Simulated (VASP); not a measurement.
A run of VASP 6.6.1 is set up as follows.

The input INCAR:

```
PREC     = Accurate       # precision mode
ENCUT    = 520            # plane-wave cutoff, eV
EDIFF    = 1E-8           # SCF threshold, eV
ISMEAR   = 0              # smearing method
SIGMA    = 0.01           # smearing width, eV
LREAL    = False          # projectors in reciprocal space
LASPH    = True           # aspherical terms in the spheres
NELM     = 60             # most SCF steps
ALGO     = Normal         # electronic algorithm
ISIF     = 2              # what is computed and relaxed
LWAVE    = False          # write WAVECAR
LCHARG   = False          # write CHGCAR
NBANDS   = 26             # bands
IBRION   = 8              # ionic algorithm
NSW      = 1              # ionic steps
```

File KPOINTS:

```
regular mesh
0
Gamma
  6 6 4
```

POSCAR

```
CdS
1.0
    4.0017941801      0.0000000000      0.0000000000
   -2.0008970900      3.4656554207      0.0000000000
    0.0000000000      0.0000000000      6.5281316497
Cd S
2 2
Direct
    0.3333333333      0.6666666667     -0.0003086171
    0.6666666667      0.3333333333      0.4996913829
    0.3333333333      0.6666666667      0.3753086171
    0.6666666667      0.3333333333      0.8753086171
```

Potentials or basis: VASP PAW LDA potentials, release 64 (Cd, S).

Command:

```bash
$ cat potpaw_LDA.64/Cd/POTCAR potpaw_LDA.64/S/POTCAR > POTCAR
$ mpirun -np 1 vasp_std > vasp.out
```

(1) What does it give for the highest phonon frequency at Γ, LO-TO splitting left out?

Answers

(1) 335 cm⁻¹.

Caveat: the cell wasn't relaxed at this level first, which shifts response properties.
